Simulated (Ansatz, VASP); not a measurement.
## BaCaBr4: VASP beside Ansatz

```
Ba Ca Br
1.0
     8.47094    0.00000    0.00000
     0.00000    8.47094    0.00000
     0.00000    0.00000    4.49931
Ba Ca Br
1 1 4
Cartesian
  4.2355 4.2355 0.0000
  0.0000 0.0000 2.2497
  5.7797 0.0000 2.2497
  2.6913 0.0000 2.2497
  0.0000 5.7797 2.2497
  0.0000 2.6913 2.2497
```

Alike in both runs: functional PBE; k mesh 4 × 4 × 4; occupations gaussian, width 0.1 eV; no spin polarisation.

Ansatz relaxed the structure, and its values are those at the end. VASP's run is a single point on that final structure, the one shown.

|  | VASP | Ansatz |
| --- | --- | --- |
| version | VASP 6.6.1 | Ansatz 0.2.0 |
| potentials or method | VASP PAW PBE potentials, release 64 (Ba_sv, Ca_sv, Br), cutoff 520 eV | scalar-relativistic, plane waves, PAW |
| valence electrons in the cell | 48 | 48 |

|  | VASP | Ansatz | Ansatz less VASP |
| --- | --- | --- | --- |
| gap on the k mesh at the Fermi level (eV) | none | none | - |
| pressure (GPa) | 0.2 | 0.1 | -0.03 |
| rms of the force components (eV/Å) | 0.014 | 0.004 | -0.0091 |

A gap of «none» marks a metal or a gap that the smearing closes.

Spin-orbit coupling is off throughout.
